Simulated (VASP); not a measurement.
# RbBr (Fmmm) in VASP: a series of runs

Runs on RbBr. Level: PBE. Tasks: single point.

Everything below comes from runs of VASP 6.6.1. Logs are shortened: lines on timing, memory, paths and dates and some standing lists are left out, and cuts for length are marked.

## Step 1: The cell of the first run

Symmetry: Fmmm, No. 69, orthorhombic system. The conventional cell has a = 6.213 Å, b = 6.855 Å, c = 7.497 Å, α = 90.00°, β = 90.00°, γ = 90.00°. Within 4.1 Å of Rb (site symmetry mmm) lie 6 Br at 3.11 to 3.75 Å. Br (site symmetry mmm) has 6 Rb at 3.11 to 3.75 Å within 4.1 Å.

## Step 2: Single point, PBE (strain +0.0937 x Voigt [1, -1, 0, 0, 0, 0])

INCAR reads:

```
SYSTEM = RbBr
PREC = Accurate
ENCUT = 520
EDIFF = 1E-6
ISMEAR = 0
SIGMA = 0.05
LREAL = .False.
LASPH = .True.
NELM = 80
ALGO = Normal
ISIF = 2
LWAVE = .False.
LCHARG = .False.
GGA = PE
NBANDS = 15
```

KPOINTS reads:

```
regular mesh
0
Gamma
  6 6 6
  0 0 0
```

POSCAR reads:

```
RbBr
1.0
    0.0000000000      3.1063432500      3.4275000000
    3.7486567500      0.0000000000      3.4275000000
    3.7486567500      3.1063432500      0.0000000000
Rb Br
1 1
Direct
    0.0000000000      0.0000000000      0.0000000000
    0.5000000000      0.5000000000      0.5000000000
```

Potentials or basis: VASP PAW PBE potentials, release 64 (Rb_sv, Br).

On the command line:

```bash
> cat potpaw_PBE.64/Rb_sv/POTCAR potpaw_PBE.64/Br/POTCAR > POTCAR
> mpirun -np 1 vasp_std > vasp.out
```

OUTCAR:

```text
SYSTEM = RbBr
   PREC = Accurate
   ENCUT = 520
   EDIFF = 1E-6
   ISMEAR = 0
   LREAL = .False.
   LASPH = .True.
   NELM = 80
   ISIF = 2
   GGA = PE

 ion  position               nearest neighbor table
   1  0.000  0.000  0.000-   2 3.11   2 3.11   2 3.43   2 3.43   2 3.75   2 3.75
   2  0.500  0.500  0.500-   1 3.11   1 3.11   1 3.43   1 3.43   1 3.75   1 3.75

  LATTYP: Found a face centered orthorhombic cell.
 ALAT       =     6.2126865000
 B/A-ratio  =     1.1033873993
 C/A-ratio  =     1.2067747986

  Lattice vectors:

 A1 = (  -3.7486567500,   0.0000000000,  -3.4275000000)
 A2 = (  -3.7486567500,   3.1063432500,   0.0000000000)
 A3 = (   0.0000000000,   3.1063432500,  -3.4275000000)

Analysis of symmetry for initial positions (statically):
=====================================================================
 Subroutine PRICEL returns:
 Original cell was already a primitive cell.

 Routine SETGRP: Setting up the symmetry group for a
 face centered orthorhombic supercell.

 Subroutine GETGRP returns: Found  8 space group operations
 (whereof  8 operations were pure point group operations)
 out of a pool of  8 trial point group operations.

The static configuration has the point symmetry D_2h.

Analysis of symmetry for dynamics (positions and initial velocities):
=====================================================================
 Subroutine PRICEL returns:
 Original cell was already a primitive cell.

 Routine SETGRP: Setting up the symmetry group for a
 face centered orthorhombic supercell.

 Subroutine GETGRP returns: Found  8 space group operations
 (whereof  8 operations were pure point group operations)
 out of a pool of  8 trial point group operations.

The dynamic configuration has the point symmetry D_2h.

 Subroutine INISYM returns: Found  8 space group operations
 (whereof  8 operations are pure point group operations),
 and found     1 'primitive' translations

----------------------------------------------------------------------------------------

                                     Primitive cell

  volume of cell :      79.8238

  direct lattice vectors                    reciprocal lattice vectors
     0.000000000  3.106343250  3.427500000    -0.133381110  0.160960963  0.145878920
     3.748656750  0.000000000  3.427500000     0.133381110 -0.160960963  0.145878920
     3.748656750  3.106343250  0.000000000     0.133381110  0.160960963 -0.145878920

  length of vectors
     4.625702610  5.079388121  4.868449015     0.254910988  0.254910988  0.254910988

  position of ions in fractional coordinates (direct lattice)
     0.000000000  0.000000000  0.000000000
     0.500000000  0.500000000  0.500000000

  ion indices of the primitive-cell ions
   primitive index   ion index
                 1           1
                 2           2

----------------------------------------------------------------------------------------

 KPOINTS: regular mesh

Automatic generation of k-mesh.
 Grid dimensions read from file:
 generate k-points for:    6    6    6

 Generating k-lattice:

  Cartesian coordinates                     Fractional coordinates (reciprocal lattice)
    -0.022230185  0.026826827  0.024313153     0.166666667  0.000000000  0.000000000
     0.022230185 -0.026826827  0.024313153    -0.000000000  0.166666667 -0.000000000
     0.022230185  0.026826827 -0.024313153     0.000000000  0.000000000  0.166666667

  Length of vectors
     0.042485165  0.042485165  0.042485165

  Shift w.r.t. Gamma in fractional coordinates (k-lattice)
     0.000000000  0.000000000  0.000000000

 Subroutine IBZKPT returns following result:
 ===========================================

 Found     46 irreducible k-points:

 Following reciprocal coordinates:
            Coordinates               Weight
  0.000000  0.000000  0.000000      1.000000
  0.166667  0.000000  0.000000      8.000000
  0.333333 -0.000000 -0.000000      8.000000
  0.500000  0.000000  0.000000      4.000000
  0.166667  0.166667  0.000000      2.000000
  0.333333  0.166667 -0.000000      8.000000
[... 16 lines left out ...]
 -0.166667  0.166667  0.166667      8.000000
  0.500000  0.333333  0.166667      4.000000
 [... further k-points ...]
   k-points           NKPTS =     46   k-points in BZ     NKDIM =     46   number of bands    NBANDS=     15
   number of dos      NEDOS =    301   number of ions     NIONS =      2
   total plane-waves  NPLWV =  51840
   dimension x,y,z NGX =    36 NGY =   40 NGZ =   36
   dimension x,y,z NGXF=    72 NGYF=   80 NGZF=   72
   ions per type =               1   1
   NGX,Y,Z   is equivalent  to a cutoff of  12.94, 13.09, 12.29 a.u.
   NGXF,Y,Z  is equivalent  to a cutoff of  25.88, 26.18, 24.59 a.u.
 SYSTEM =  RbBr
   PREC   = accura    normal or accurate (medium, high low for compatibility)
   ISTART =      0    job   : 0-new  1-cont  2-samecut
   ICHARG =      2    charge: 1-file 2-atom 10-const
   ISPIN  =      1    spin polarized calculation?
   LNONCOLLINEAR =      F non collinear calculations
   LSORBIT =      F    spin-orbit coupling
   LASPH  =      T    aspherical Exc in radial PAW
   ENCUT  =  520.0 eV  38.22 Ry    6.18 a.u.   8.60  9.44  9.05*2*pi/ulx,y,z
   NELM   =     80;   NELMIN=  2; NELMDL= -5     # of ELM steps
   EDIFF  = 0.1E-05   stopping-criterion for ELM
   LREAL  =      F    real-space projection
   EDIFFG = 0.1E-04   stopping-criterion for IOM
   NSW    =      0    number of steps for IOM
   IBRION =     -1    ionic relax: 0-MD 1-quasi-New 2-CG
   NFREE  =      0    steps in history (QN), initial steepest desc. (CG)
   ISIF   =      2    stress and relaxation
   ISYM   =      2    0-nonsym 1-usesym 2-fastsym
   POTIM  = 0.5000    time-step for ionic-motion
   TEBEG  =    0.0;   TEEND  =   0.0 temperature during run
   PSTRESS=    0.0 pullay stress
   NELECT =      16.0000    total number of electrons
   NUPDOWN=      -1.0000    fix difference up-down
   EMIN   =  10.00;   EMAX   =-10.00  energy-range for DOS
   EFERMI =   0.00;   METHOD = LEGACY
   ISMEAR =     0;   SIGMA  =   0.05  broadening in eV -4-tet -1-fermi 0-gaus
   EFERMI_NEDOS =   21; number of points for ismear=-14 and -15
   IALGO  =     38    algorithm
   IMIX   =      4    mixing-type and parameters
     AMIX     =   0.40;   BMIX     =  1.00
     AMIX_MAG =   1.60;   BMIX_MAG =  1.00
  volume/ion in A,a.u.               =      39.91       269.34
  Fermi-wavevector in a.u.,A,eV,Ry     =   0.958085  1.810518 12.489149  0.917927
  Thomas-Fermi vector in A             =   2.087161
   LORBIT       =      0    0 simple, 1 ext, 2 COOP (PROOUT), +10 PAW based schemes
   GGA     = PE    functional components
   LHFCALC =     F    Hartree Fock is set to
   AEXX    =    0.0000 exact exchange contribution
   IVDW    =     0    specifies the selected vdW correction
   LEPSILON=     F    determine dielectric tensor
   LRPA    =     F    only Hartree local field effects (RPA)
 non-spin polarized calculation
 Gauss-broadening in eV      SIGMA  =   0.05
  energy-cutoff  :      520.00
  volume of cell :       79.82
 maximum number of plane-waves:      2167
 NGX is ok and might be reduce to    36
   NGX = 17   NGY = 19   NGZ = 19

 number of electron      16.0000001 magnetization

 Free energy of the ion-electron system (eV)
  ---------------------------------------------------
  ext. energy  EPLUGINS =         0.00000000
  ---------------------------------------------------
  free energy    TOTEN  =        -5.92311061 eV

  energy without entropy =       -5.92311061  energy(sigma->0) =       -5.92311061

 E-fermi :  -1.2062     XC(G=0):  -7.2308

 val. band max:       -1.5115345457   @ k =   0.0000   0.0000   0.0000
 cond. band min:       2.5953671654   @ k =   0.0000   0.0000   0.0000
 fundamental gap:      4.1069017111
 Fermi energy:        -1.2061668601

 k-point     1 :       0.0000    0.0000    0.0000
  band No.  band energies     occupation
      1     -26.0593      2.00000
      2     -13.9374      2.00000
      3     -10.2208      2.00000
      4     -10.1571      2.00000
      5     -10.1303      2.00000
      6      -1.8051      2.00000
      7      -1.7403      2.00000
      8      -1.5115      2.00000
      9       2.5954      0.00000
     10       5.0768      0.00000
     11       5.6115      0.00000
     12       6.1015      0.00000
     13       6.2094      0.00000
     14       7.0338      0.00000
     15       9.4256      0.00000

 k-point     2 :       0.1667    0.0000    0.0000
  band No.  band energies     occupation
      1     -26.0564      2.00000
      2     -13.9633      2.00000
      3     -10.1729      2.00000
      4     -10.1637      2.00000
      5     -10.1284      2.00000
      6      -2.0193      2.00000
      7      -1.8679      2.00000
      8      -1.7356      2.00000
      9       3.2031      0.00000
     10       5.3339      0.00000
     11       5.7794      0.00000
     12       6.2925      0.00000
     13       6.4999      0.00000
     14       7.5691      0.00000
     15      10.4432      0.00000

 k-point     3 :       0.3333   -0.0000   -0.0000
  band No.  band energies     occupation
      1     -26.0506      2.00000
      2     -14.0136      2.00000
      3     -10.1879      2.00000
      4     -10.1479      2.00000
      5     -10.0409      2.00000
      6      -2.5366      2.00000
      7      -2.0347      2.00000
      8      -2.0175      2.00000
      9       4.4242      0.00000
     10       5.6142      0.00000
     11       6.6775      0.00000
     12       7.0679      0.00000
     13       7.4991      0.00000
     14       8.8415      0.00000
     15       9.4539      0.00000
[... 343 lines left out ...]
 k-point    23 :      -0.1667    0.1667    0.1667
  band No.  band energies     occupation
      1     -26.0531      2.00000
      2     -13.9529      2.00000
      3     -10.2150      2.00000
      4     -10.1873      2.00000
      5     -10.1409      2.00000
      6      -2.2997      2.00000
      7      -1.9293      2.00000
      8      -1.7710      2.00000
      9       4.3493      0.00000
     10       4.8488      0.00000
     11       6.7709      0.00000
     12       7.0572      0.00000
     13       7.2812      0.00000
     14       7.7939      0.00000
     15       9.3176      0.00000

 k-point    24 :       0.5000    0.3333    0.1667
  band No.  band energies     occupation
      1     -26.0471      2.00000
      2     -13.9974      2.00000
      3     -10.2089      2.00000
      4     -10.2068      2.00000
      5     -10.0669      2.00000
      6      -2.4935      2.00000
      7      -2.0889      2.00000
      8      -2.0474      2.00000
      9       4.9975      0.00000
     10       5.0475      0.00000
     11       7.3157      0.00000
     12       7.8034      0.00000
     13       7.9414      0.00000
     14       9.1686      0.00000
     15       9.3751      0.00000

 [... further k-points ...]

------------------------ aborting loop because EDIFF is reached ----------------------------------------

  FORCE on cell =-STRESS in cart. coord.  units (eV):
  Direction    XX          YY          ZZ          XY          YZ          ZX
  --------------------------------------------------------------------------------------
  -------------------------------------------------------------------------------------
  Total       -0.3368935      3.5177990      0.5779203      0.0000000      0.0000000      0.0000000
  in kB       -6.7619285     70.6072051     11.5996788      0.0000000      0.0000000      0.0000000
  external PRESSURE =      25.1483184 kB  Pullay stress =       0.0000000 kB

 VOLUME and BASIS-vectors are now :
 -----------------------------------------------------------------------------
  energy-cutoff  :      520.00
  volume of cell :       79.82
      direct lattice vectors                 reciprocal lattice vectors
     0.000000000  3.106343250  3.427500000    -0.133381110  0.160960963  0.145878920
     3.748656750  0.000000000  3.427500000     0.133381110 -0.160960963  0.145878920
     3.748656750  3.106343250  0.000000000     0.133381110  0.160960963 -0.145878920

 POSITION                                       TOTAL-FORCE (eV/Angst)
 -----------------------------------------------------------------------------------
      0.00000      0.00000      0.00000        -0.000000     -0.000000     -0.000000
      3.74866      3.10634      3.42750         0.000000      0.000000      0.000000
 -----------------------------------------------------------------------------------
    total drift:                                0.000000      0.000000      0.000000

  FREE ENERGIE OF THE ION-ELECTRON SYSTEM (eV)
  ---------------------------------------------------
  free  energy   TOTEN  =        -5.9231106081 eV

  energy  without entropy=       -5.9231106081  energy(sigma->0) =       -5.92311061
```

It took 75 s on 1 thread of Intel Xeon 8259CL, shared host; peak memory 0.24 GiB.

Results:

| Quantity | Value |
| --- | --- |
| Free energy | -5.9231 eV |
| Pressure | 2.5 GPa |
| Band gap on the k mesh | 4.11 eV |

Levels at points of the mesh, in eV from the valence-band top:
| k point | band 4 | band 5 | band 6 | band 7 | band 8 | band 9 | band 10 | band 11 | band 12 | band 13 |
| --- | --- | --- | --- | --- | --- | --- | --- | --- | --- | --- |
| (0.00, 0.00, 0.00) | -8.65 | -8.62 | -0.29 | -0.23 | 0.00 | 4.11 | 6.59 | 7.12 | 7.61 | 7.72 |
| (0.50, 0.00, 0.00) | -8.64 | -8.47 | -1.26 | -0.62 | -0.60 | 6.58 | 7.43 | 9.34 | 9.46 | 9.55 |
| (0.50, 0.50, 0.00) | -8.83 | -8.67 | -0.70 | -0.40 | -0.17 | 5.49 | 6.84 | 8.93 | 9.24 | 9.46 |
| (0.50, 0.00, 0.50) | -8.77 | -8.72 | -0.48 | -0.46 | -0.37 | 5.29 | 7.19 | 9.32 | 9.33 | 9.60 |
| (0.00, 0.50, 0.50) | -8.77 | -8.65 | -0.81 | -0.32 | -0.11 | 5.51 | 6.88 | 8.56 | 9.02 | 9.38 |

Caveat: the cell differs from its parent crystal (strain +0.0937 x Voigt [1, -1, 0, 0, 0, 0]).

## Step 3: Single point, PBE (strain -0.0750 x Voigt [1, -1, 0, 0, 0, 0])

INCAR reads:

```
SYSTEM = RbBr
PREC = Accurate ; ENCUT = 520
EDIFF = 1E-6 ; ISMEAR = 0
SIGMA = 0.05 ; LREAL = .False.
LASPH = .True. ; NELM = 80
ALGO = Normal ; ISIF = 2
LWAVE = .False. ; LCHARG = .False.
GGA = PE ; NBANDS = 15
```

KPOINTS is that of step 2.

POSCAR reads:

```
RbBr
1.0
    0.0000000000      3.6845625000      3.4275000000
    3.1704375000      0.0000000000      3.4275000000
    3.1704375000      3.6845625000      0.0000000000
Rb Br
1 1
Direct
    0.0000000000      0.0000000000      0.0000000000
    0.5000000000      0.5000000000      0.5000000000
```

Potentials or basis: VASP PAW PBE potentials, release 64 (Rb_sv, Br).

On the command line:

```bash
> cat potpaw_PBE.64/Rb_sv/POTCAR potpaw_PBE.64/Br/POTCAR > POTCAR
> mpirun -np 1 vasp_std > vasp.out
```

OUTCAR:

```text
SYSTEM = RbBr
   PREC = Accurate
   ENCUT = 520
   EDIFF = 1E-6
   ISMEAR = 0
   LREAL = .False.
   LASPH = .True.
   NELM = 80
   ISIF = 2
   GGA = PE

 ion  position               nearest neighbor table
   1  0.000  0.000  0.000-   2 3.17   2 3.17   2 3.43   2 3.43   2 3.68   2 3.68
   2  0.500  0.500  0.500-   1 3.17   1 3.17   1 3.43   1 3.43   1 3.68   1 3.68

  LATTYP: Found a face centered orthorhombic cell.
 ALAT       =     6.3408750000
 B/A-ratio  =     1.0810810811
 C/A-ratio  =     1.1621621622

  Lattice vectors:

[... 621 lines left out ...]

  FORCE on cell =-STRESS in cart. coord.  units (eV):
  Direction    XX          YY          ZZ          XY          YZ          ZX
  --------------------------------------------------------------------------------------
  -------------------------------------------------------------------------------------
  Total        2.6299379     -0.2563333      0.5552382      0.0000000      0.0000000      0.0000000
  in kB       52.6191087     -5.1286496     11.1090608      0.0000000      0.0000000      0.0000000
  external PRESSURE =      19.5331733 kB  Pullay stress =       0.0000000 kB

 VOLUME and BASIS-vectors are now :
 -----------------------------------------------------------------------------
  energy-cutoff  :      520.00
  volume of cell :       80.08
      direct lattice vectors                 reciprocal lattice vectors
     0.000000000  3.684562500  3.427500000    -0.157706941  0.135701321  0.145878920
     3.170437500  0.000000000  3.427500000     0.157706941 -0.135701321  0.145878920
     3.170437500  3.684562500  0.000000000     0.157706941  0.135701321 -0.145878920

 POSITION                                       TOTAL-FORCE (eV/Angst)
 -----------------------------------------------------------------------------------
      0.00000      0.00000      0.00000         0.000000      0.000000     -0.000000
      3.17044      3.68456      3.42750         0.000000     -0.000000      0.000000
 -----------------------------------------------------------------------------------
    total drift:                                0.000000     -0.000000     -0.000000

  FREE ENERGIE OF THE ION-ELECTRON SYSTEM (eV)
  ---------------------------------------------------
  free  energy   TOTEN  =        -5.9907538447 eV

  energy  without entropy=       -5.9907538447  energy(sigma->0) =       -5.99075384
```

OSZICAR:

```text
N       E                     dE             d eps       ncg     rms          rms(c)
DAV:   1     0.858655932220E+02    0.85866E+02   -0.66043E+03  1380   0.911E+02
DAV:   2     0.134953887244E+00   -0.85731E+02   -0.77776E+02  1948   0.163E+02
DAV:   3    -0.604807809904E+01   -0.61830E+01   -0.61486E+01  1815   0.454E+01
DAV:   4    -0.622309475317E+01   -0.17502E+00   -0.17498E+00  2090   0.725E+00
DAV:   5    -0.622418991185E+01   -0.10952E-02   -0.10951E-02  1857   0.604E-01    0.340E+00
DAV:   6    -0.599710591716E+01    0.22708E+00   -0.28429E-01  1709   0.244E+00    0.229E+00
DAV:   7    -0.597824246935E+01    0.18863E-01   -0.14158E-01  1814   0.182E+00    0.105E+00
DAV:   8    -0.598956572749E+01   -0.11323E-01   -0.14112E-02  1436   0.698E-01    0.883E-02
DAV:   9    -0.599026338523E+01   -0.69766E-03   -0.81351E-04  1898   0.155E-01    0.720E-02
DAV:  10    -0.599073761191E+01   -0.47423E-03   -0.56812E-04  1408   0.131E-01    0.187E-02
DAV:  11    -0.599074794055E+01   -0.10329E-04   -0.35497E-05  1821   0.331E-02    0.655E-03
DAV:  12    -0.599075369265E+01   -0.57521E-05   -0.10144E-05  1415   0.209E-02    0.228E-03
DAV:  13    -0.599075384471E+01   -0.15206E-06   -0.13134E-07  1593   0.231E-03
   1 F= -.59907538E+01 E0= -.59907538E+01  d E =-.110846E-16
```

stdout:

```text
POSCAR found type information on POSCAR RbBr
 POSCAR found :  2 types and       2 ions
 scaLAPACK will be used
 LDA part: xc-table for (Slater+PW92), standard interpolation
 POSCAR, INCAR and KPOINTS ok, starting setup
 FFT: planning ... GRIDC
 FFT: planning ... GRID_SOFT
 FFT: planning ... GRID
 WAVECAR not read
 entering main loop
```

It took 65 s on 1 thread of Intel Xeon 8259CL, shared host; peak memory 0.25 GiB.

Results:

```
Free energy            : -5.9908 eV
Pressure               : 2.0 GPa
Band gap on the k mesh : 4.19 eV
```

Stress tensor (GPa, compression positive):
```
 5.26  0.00  0.00
 0.00 -0.51  0.00
 0.00  0.00  1.11
```

Levels at points of the mesh, in eV from the valence-band top:
| k point | band 4 | band 5 | band 6 | band 7 | band 8 | band 9 | band 10 | band 11 | band 12 | band 13 |
| --- | --- | --- | --- | --- | --- | --- | --- | --- | --- | --- |
| (0.00, 0.00, 0.00) | -8.60 | -8.58 | -0.21 | -0.16 | 0.00 | 4.19 | 6.74 | 7.17 | 7.64 | 7.74 |
| (0.50, 0.00, 0.00) | -8.60 | -8.47 | -1.17 | -0.54 | -0.52 | 6.65 | 7.52 | 9.37 | 9.48 | 9.67 |
| (0.50, 0.50, 0.00) | -8.75 | -8.64 | -0.63 | -0.33 | -0.17 | 5.52 | 6.93 | 9.02 | 9.22 | 9.43 |
| (0.50, 0.00, 0.50) | -8.70 | -8.62 | -0.73 | -0.26 | -0.12 | 5.55 | 6.95 | 8.72 | 9.03 | 9.37 |
| (0.00, 0.50, 0.50) | -8.71 | -8.67 | -0.39 | -0.39 | -0.37 | 5.38 | 7.17 | 9.31 | 9.32 | 9.54 |

Caveat: the cell differs from its parent crystal (strain -0.0750 x Voigt [1, -1, 0, 0, 0, 0]).

(Part 1 of 2 ends here.)
